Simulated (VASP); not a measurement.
A run of VASP 6.6.1 is set up as follows.

File INCAR:

```
SYSTEM = Mo3As
PREC     = Accurate       ! precision mode
ENCUT    = 600            ! plane-wave cutoff, eV
EDIFF    = 1E-6           ! SCF threshold, eV
ISMEAR   = 0              ! smearing method
SIGMA    = 0.1            ! smearing width, eV
LREAL    = .False.        ! projectors in reciprocal space
LASPH    = .True.         ! aspherical terms in the spheres
NELM     = 100            ! most SCF steps
ALGO     = Normal         ! electronic algorithm
ISIF     = 3              ! what is computed and relaxed
LWAVE    = .False.        ! write WAVECAR
LCHARG   = .False.        ! write CHGCAR
GGA      = PE             ! functional
IBRION   = 2              ! ionic algorithm
NSW      = 90             ! ionic steps
EDIFFG   = -0.04          ! ionic threshold
```

The input KPOINTS:

```
regular mesh
0
Gamma
  4 4 4
  0 0 0
```

File POSCAR:

```
Mo3As
1.0
    3.9897128101      0.0000000000      0.0000000000
    0.0000000000      3.9897128101      0.0000000000
    0.0000000000      0.0000000000      3.9897128101
Mo As
3 1
Direct
    0.0000000000      0.5000000000      0.5000000000
    0.5000000000      0.0000000000      0.5000000000
    0.5000000000      0.5000000000      0.0000000000
    0.0000000000      0.0000000000      0.0000000000
```

Potentials or basis: VASP PAW PBE potentials, release 64 (Mo_sv, As).

Command:

```sh
$ cat potpaw_PBE.64/Mo_sv/POTCAR potpaw_PBE.64/As/POTCAR > POTCAR
$ mpirun -np 1 vasp_std > vasp.out
```

Q: What does it give for the space group after relaxing (to 0.05 Å)?

A: Pm-3m (No. 221).

Q: Estimate the relaxed volume.

A: 15.49 Å³/atom.

Final structure:
```xyz
4
Lattice="3.9574 0.0000 0.0000 0.0000 3.9574 0.0000 0.0000 0.0000 3.9574" Properties=species:S:1:pos:R:3 pbc="T T T"
Mo    0.0000    1.9787    1.9787
Mo    1.9787    0.0000    1.9787
Mo    1.9787    1.9787    0.0000
As    0.0000    0.0000    0.0000
```

Caveat: the k points lie up to 0.40 Å⁻¹ apart in the final cell.
